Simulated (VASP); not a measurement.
# Sc2As3Se3 (Pm-3m) in VASP: single point with PBE

Aim: the single point of Sc2As3Se3 with PBE.

All numbers are computed with VASP 6.6.1; they aren't measurements. Logs are shortened: lines on timing, memory, paths and dates and some standing lists are left out, and cuts for length are marked.

### 1 The cell of the first run

The structure is cubic, space group Pm-3m (No. 221). Conventional cell: a = 5.639 Å, b = 5.639 Å, c = 5.639 Å, α = 90.00°, β = 90.00°, γ = 90.00°. Sc (site symmetry m-3m) has 6 Se at 2.82 Å within 3.7 Å. Within 3.7 Å of Sc (site symmetry m-3m) lie 6 As at 2.82 Å. Within 3.7 Å of As (site symmetry 4/mmm) lie 2 Sc at 2.82 Å and 4 Se at 2.82 Å. Se (site symmetry 4/mmm) has 2 Sc at 2.82 Å and 4 As at 2.82 Å within 3.7 Å.

The cell was built from a structure type or drawn by symmetry, and may not be a known phase.

### 2 Single point, PBE

INCAR

```
SYSTEM = Sc2As3Se3
ALGO = Normal ; EDIFF = 1E-7
ENCUT = 520 ; GGA = PE
ISIF = 2 ; ISMEAR = 0
LASPH = .True. ; LCHARG = .True.
LELF = .True. ; LREAL = .False.
LVHAR = .True. ; LWAVE = .False.
NBANDS = 38 ; NELM = 100
PREC = Accurate ; SIGMA = 0.2
```

KPOINTS

```
k-points
0
Gamma
  3 3 3
  0 0 0
```

POSCAR

```
Sc2As3Se3
1.0
    5.6392923206      0.0000000000      0.0000000000
    0.0000000000      5.6392923206      0.0000000000
    0.0000000000      0.0000000000      5.6392923206
Sc As Se
2 3 3
Direct
    0.5000000000      0.5000000000      0.5000000000
    0.0000000000      0.0000000000      0.0000000000
    0.5000000000      0.0000000000      0.0000000000
    0.0000000000      0.5000000000      0.0000000000
    0.0000000000      0.0000000000      0.5000000000
    0.0000000000      0.5000000000      0.5000000000
    0.5000000000      0.0000000000      0.5000000000
    0.5000000000      0.5000000000      0.0000000000
```

Potentials or basis: VASP PAW PBE potentials, release 64 (Sc_sv, As, Se).

The run is started by

```sh
$ cat potpaw_PBE.64/Sc_sv/POTCAR potpaw_PBE.64/As/POTCAR potpaw_PBE.64/Se/POTCAR > POTCAR
$ mpirun -np 1 vasp_std > vasp.out
```

OUTCAR:

```text
SYSTEM = Sc2As3Se3
   EDIFF = 1E-7
   ENCUT = 520
   GGA = PE
   ISIF = 2
   ISMEAR = 0
   LASPH = .True.
   LREAL = .False.
   NELM = 100
   PREC = Accurate

 ion  position               nearest neighbor table
   1  0.500  0.500  0.500-   6 2.82   7 2.82   8 2.82   8 2.82   7 2.82   6 2.82
   2  0.000  0.000  0.000-   3 2.82   4 2.82   5 2.82   5 2.82   4 2.82   3 2.82
   3  0.500  0.000  0.000-   2 2.82   7 2.82   8 2.82   7 2.82   8 2.82   2 2.82
   4  0.000  0.500  0.000-   2 2.82   6 2.82   8 2.82   6 2.82   2 2.82   8 2.82
   5  0.000  0.000  0.500-   2 2.82   6 2.82   7 2.82   2 2.82   6 2.82   7 2.82
   6  0.000  0.500  0.500-   1 2.82   4 2.82   5 2.82   4 2.82   5 2.82   1 2.82
   7  0.500  0.000  0.500-   1 2.82   3 2.82   5 2.82   3 2.82   1 2.82   5 2.82
   8  0.500  0.500  0.000-   1 2.82   3 2.82   4 2.82   1 2.82   3 2.82   4 2.82

  LATTYP: Found a simple cubic cell.
 ALAT       =     5.6392923206

  Lattice vectors:

 A1 = (   5.6392923206,   0.0000000000,   0.0000000000)
 A2 = (   0.0000000000,   5.6392923206,   0.0000000000)
 A3 = (   0.0000000000,   0.0000000000,   5.6392923206)

Analysis of symmetry for initial positions (statically):
=====================================================================
 Subroutine PRICEL returns:
 Original cell was already a primitive cell.

 Routine SETGRP: Setting up the symmetry group for a
 simple cubic supercell.

 Subroutine GETGRP returns: Found 48 space group operations
 (whereof 48 operations were pure point group operations)
 out of a pool of 48 trial point group operations.

The static configuration has the point symmetry O_h .

Analysis of symmetry for dynamics (positions and initial velocities):
=====================================================================
 Subroutine PRICEL returns:
 Original cell was already a primitive cell.

 Routine SETGRP: Setting up the symmetry group for a
 simple cubic supercell.

 Subroutine GETGRP returns: Found 48 space group operations
 (whereof 48 operations were pure point group operations)
 out of a pool of 48 trial point group operations.

The dynamic configuration has the point symmetry O_h .

 Subroutine INISYM returns: Found 48 space group operations
 (whereof 48 operations are pure point group operations),
 and found     1 'primitive' translations

----------------------------------------------------------------------------------------

                                     Primitive cell

  volume of cell :     179.3386

  direct lattice vectors                    reciprocal lattice vectors
     5.639292321  0.000000000  0.000000000     0.177327215  0.000000000  0.000000000
     0.000000000  5.639292321  0.000000000     0.000000000  0.177327215  0.000000000
     0.000000000  0.000000000  5.639292321     0.000000000  0.000000000  0.177327215

  length of vectors
     5.639292321  5.639292321  5.639292321     0.177327215  0.177327215  0.177327215

  position of ions in fractional coordinates (direct lattice)
     0.500000000  0.500000000  0.500000000
     0.000000000  0.000000000  0.000000000
     0.500000000  0.000000000  0.000000000
     0.000000000  0.500000000  0.000000000
     0.000000000  0.000000000  0.500000000
     0.000000000  0.500000000  0.500000000
     0.500000000  0.000000000  0.500000000
     0.500000000  0.500000000  0.000000000

  ion indices of the primitive-cell ions
   primitive index   ion index
                 1           1
                 2           2
                 3           3
                 4           4
                 5           5
                 6           6
                 7           7
                 8           8

----------------------------------------------------------------------------------------

 KPOINTS: k-points

Automatic generation of k-mesh.
 Grid dimensions read from file:
 generate k-points for:    3    3    3

 Generating k-lattice:

  Cartesian coordinates                     Fractional coordinates (reciprocal lattice)
     0.059109072  0.000000000  0.000000000     0.333333333  0.000000000  0.000000000
     0.000000000  0.059109072  0.000000000     0.000000000  0.333333333  0.000000000
     0.000000000  0.000000000  0.059109072     0.000000000  0.000000000  0.333333333

  Length of vectors
     0.059109072  0.059109072  0.059109072

  Shift w.r.t. Gamma in fractional coordinates (k-lattice)
     0.000000000  0.000000000  0.000000000

 Subroutine IBZKPT returns following result:
 ===========================================

 Found      4 irreducible k-points:

 Following reciprocal coordinates:
            Coordinates               Weight
  0.000000  0.000000  0.000000      1.000000
  0.333333  0.000000  0.000000      6.000000
  0.333333  0.333333  0.000000     12.000000
  0.333333  0.333333  0.333333      8.000000
   k-points           NKPTS =      4   k-points in BZ     NKDIM =      4   number of bands    NBANDS=     38
   number of dos      NEDOS =    301   number of ions     NIONS =      8
   total plane-waves  NPLWV =  74088
   dimension x,y,z NGX =    42 NGY =   42 NGZ =   42
   dimension x,y,z NGXF=    84 NGYF=   84 NGZF=   84
   ions per type =               2   3   3
   NGX,Y,Z   is equivalent  to a cutoff of  12.38, 12.38, 12.38 a.u.
   NGXF,Y,Z  is equivalent  to a cutoff of  24.76, 24.76, 24.76 a.u.
 SYSTEM =  Sc2As3Se3
   PREC   = accura    normal or accurate (medium, high low for compatibility)
   ISTART =      0    job   : 0-new  1-cont  2-samecut
   ICHARG =      2    charge: 1-file 2-atom 10-const
   ISPIN  =      1    spin polarized calculation?
   LNONCOLLINEAR =      F non collinear calculations
   LSORBIT =      F    spin-orbit coupling
   LASPH  =      T    aspherical Exc in radial PAW
   ENCUT  =  520.0 eV  38.22 Ry    6.18 a.u.  10.49 10.49 10.49*2*pi/ulx,y,z
   NELM   =    100;   NELMIN=  2; NELMDL= -5     # of ELM steps
   EDIFF  = 0.1E-06   stopping-criterion for ELM
   LREAL  =      F    real-space projection
   EDIFFG = 0.1E-05   stopping-criterion for IOM
   NSW    =      0    number of steps for IOM
   IBRION =     -1    ionic relax: 0-MD 1-quasi-New 2-CG
   NFREE  =      0    steps in history (QN), initial steepest desc. (CG)
   ISIF   =      2    stress and relaxation
   ISYM   =      2    0-nonsym 1-usesym 2-fastsym
   POTIM  = 0.5000    time-step for ionic-motion
   TEBEG  =    0.0;   TEEND  =   0.0 temperature during run
   PSTRESS=    0.0 pullay stress
   NELECT =      55.0000    total number of electrons
   NUPDOWN=      -1.0000    fix difference up-down
   EMIN   =  10.00;   EMAX   =-10.00  energy-range for DOS
   EFERMI =   0.00;   METHOD = LEGACY
   ISMEAR =     0;   SIGMA  =   0.20  broadening in eV -4-tet -1-fermi 0-gaus
   EFERMI_NEDOS =   21; number of points for ismear=-14 and -15
   IALGO  =     38    algorithm
   IMIX   =      4    mixing-type and parameters
     AMIX     =   0.40;   BMIX     =  1.00
     AMIX_MAG =   1.60;   BMIX_MAG =  1.00
  volume/ion in A,a.u.               =      22.42       151.28
  Fermi-wavevector in a.u.,A,eV,Ry     =   1.104005  2.086267 16.583155  1.218827
  Thomas-Fermi vector in A             =   2.240472
   LORBIT       =      0    0 simple, 1 ext, 2 COOP (PROOUT), +10 PAW based schemes
   GGA     = PE    functional components
   LHFCALC =     F    Hartree Fock is set to
   AEXX    =    0.0000 exact exchange contribution
   IVDW    =     0    specifies the selected vdW correction
   LEPSILON=     F    determine dielectric tensor
   LRPA    =     F    only Hartree local field effects (RPA)
 non-spin polarized calculation
 Gauss-broadening in eV      SIGMA  =   0.20
  energy-cutoff  :      520.00
  volume of cell :      179.34
 maximum number of plane-waves:      4853
 NGX is ok and might be reduce to    42
   NGX = 21   NGY = 21   NGZ = 21

 number of electron      55.0000011 magnetization

 Free energy of the ion-electron system (eV)
  ---------------------------------------------------
  ext. energy  EPLUGINS =         0.00000000
  ---------------------------------------------------
  free energy    TOTEN  =       -40.38481323 eV

  energy without entropy =      -40.21832648  energy(sigma->0) =      -40.30156985

 E-fermi :   5.3345     XC(G=0):  -9.9500

 val. band max:        5.2872027199   @ k =   0.3333   0.3333   0.0000
 cond. band min:       5.5079173898   @ k =   0.3333   0.3333   0.0000
 fundamental gap:      0.2207146699
 Fermi energy:         5.3345078666

 k-point     1 :       0.0000    0.0000    0.0000
  band No.  band energies     occupation
      1     -45.6691      2.00000
      2     -44.7014      2.00000
      3     -24.2943      2.00000
      4     -24.2943      2.00000
      5     -24.2943      2.00000
      6     -23.3359      2.00000
[... 30 lines left out ...]
     37       7.1594      0.00000
     38       8.5933      0.00000

 k-point     2 :       0.3333    0.0000    0.0000
  band No.  band energies     occupation
      1     -45.6691      2.00000
      2     -44.7015      2.00000
      3     -24.2957      2.00000
      4     -24.2943      2.00000
      5     -24.2943      2.00000
      6     -23.3367      2.00000
[... 30 lines left out ...]
     37       7.2383      0.00000
     38       7.6464      0.00000

 k-point     3 :       0.3333    0.3333    0.0000
  band No.  band energies     occupation
      1     -45.6691      2.00000
      2     -44.7015      2.00000
      3     -24.2956      2.00000
      4     -24.2956      2.00000
      5     -24.2942      2.00000
      6     -23.3366      2.00000
[... 30 lines left out ...]
     37       7.4670      0.00000
     38       7.6655      0.00000

 k-point     4 :       0.3333    0.3333    0.3333
  band No.  band energies     occupation
      1     -45.6691      2.00000
      2     -44.7015      2.00000
      3     -24.2956      2.00000
      4     -24.2956      2.00000
      5     -24.2956      2.00000
      6     -23.3366      2.00000
[... 30 lines left out ...]
     37       7.6217      0.00000
     38       7.6285      0.00000

------------------------ aborting loop because EDIFF is reached ----------------------------------------

  FORCE on cell =-STRESS in cart. coord.  units (eV):
  Direction    XX          YY          ZZ          XY          YZ          ZX
  --------------------------------------------------------------------------------------
  -------------------------------------------------------------------------------------
  Total       -0.3015227     -0.3015227     -0.3015227      0.0000000      0.0000000      0.0000000
  in kB       -2.6937471     -2.6937471     -2.6937471      0.0000000      0.0000000      0.0000000
  external PRESSURE =      -2.6937471 kB  Pullay stress =       0.0000000 kB

 VOLUME and BASIS-vectors are now :
 -----------------------------------------------------------------------------
  energy-cutoff  :      520.00
  volume of cell :      179.34
      direct lattice vectors                 reciprocal lattice vectors
     5.639292321  0.000000000  0.000000000     0.177327215  0.000000000  0.000000000
     0.000000000  5.639292321  0.000000000     0.000000000  0.177327215  0.000000000
     0.000000000  0.000000000  5.639292321     0.000000000  0.000000000  0.177327215

 POSITION                                       TOTAL-FORCE (eV/Angst)
 -----------------------------------------------------------------------------------
      2.81965      2.81965      2.81965         0.000000      0.000000      0.000000
      0.00000      0.00000      0.00000         0.000000      0.000000      0.000000
      2.81965      0.00000      0.00000         0.000000      0.000000      0.000000
      0.00000      2.81965      0.00000         0.000000      0.000000      0.000000
      0.00000      0.00000      2.81965         0.000000      0.000000      0.000000
      0.00000      2.81965      2.81965         0.000000      0.000000      0.000000
      2.81965      0.00000      2.81965         0.000000      0.000000      0.000000
      2.81965      2.81965      0.00000         0.000000      0.000000      0.000000
 -----------------------------------------------------------------------------------
    total drift:                                0.000000     -0.000000     -0.000000

  FREE ENERGIE OF THE ION-ELECTRON SYSTEM (eV)
  ---------------------------------------------------
  free  energy   TOTEN  =       -40.3848132264 eV

  energy  without entropy=      -40.2183264831  energy(sigma->0) =      -40.30156985
```

Run time: 59 s. Hardware: 1 thread of Intel Xeon 8259CL, shared host; peak memory 0.27 GiB.

Results:

| Item | Value |
| --- | --- |
| Free energy | -40.3848 eV |
| Pressure | -0.3 GPa |
| Band gap on the k mesh | zero (an odd number of electrons rules out a gap without spin polarisation) |

Levels at points of the mesh, in eV from the Fermi level:
```csv
k point,band 26,band 27,band 28,band 29,band 30,band 31
"(0.00, 0.00, 0.00)",-1.19,-0.38,-0.38,-0.38,0.84,0.84
```

Caveat: the k points lie up to 0.37 Å⁻¹ apart, too coarse for converged energies and pressures of a metal.
